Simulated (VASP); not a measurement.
A run of VASP 6.6.1 is set up as follows.

File INCAR:

```
SYSTEM = CaO
PREC     = Accurate       ! precision mode
ENCUT    = 520            ! plane-wave cutoff, eV
EDIFF    = 1E-8           ! SCF threshold, eV
ISMEAR   = 0              ! smearing method
SIGMA    = 0.01           ! smearing width, eV
LREAL    = .FALSE.        ! projectors in reciprocal space
LASPH    = .TRUE.         ! aspherical terms in the spheres
NELM     = 100            ! most SCF steps
ALGO     = Normal         ! electronic algorithm
ISIF     = 2              ! what is computed and relaxed
LWAVE    = .FALSE.        ! write WAVECAR
LCHARG   = .TRUE.         ! write CHGCAR
GGA      = PS             ! functional
IBRION   = 8              ! ionic algorithm
NSW      = 1              ! ionic steps
LEPSILON = .TRUE.         ! dielectric tensor by DFPT
```

File KPOINTS:

```
regular mesh
0
G
  8 8 8
  0 0 0
```

Contents of POSCAR:

```
CaO
1.0
    0.0000000000      2.3835682103      2.3835682103
    2.3835682103      0.0000000000      2.3835682103
    2.3835682103      2.3835682103      0.0000000000
Ca O
1 1
Direct
    0.0000000000      0.0000000000      0.0000000000
    0.5000000000      0.5000000000      0.5000000000
```

Potentials or basis: VASP PAW PBE potentials, release 64 (Ca_sv, O).

The run is started by

```bash
$ cat potpaw_PBE.64/Ca_sv/POTCAR potpaw_PBE.64/O/POTCAR > POTCAR
$ mpirun -np 1 vasp_std > vasp.out
```

(1) What does it give for the electronic dielectric tensor (diagonal)?

(2) What does it give for the Born charges (mean of the diagonal)?

(3) Estimate the highest phonon frequency at Γ, LO-TO splitting left out.

Answers

(1) 3.86.

(2) Ca +2.36; O -2.36 e.

(3) 280 cm⁻¹.
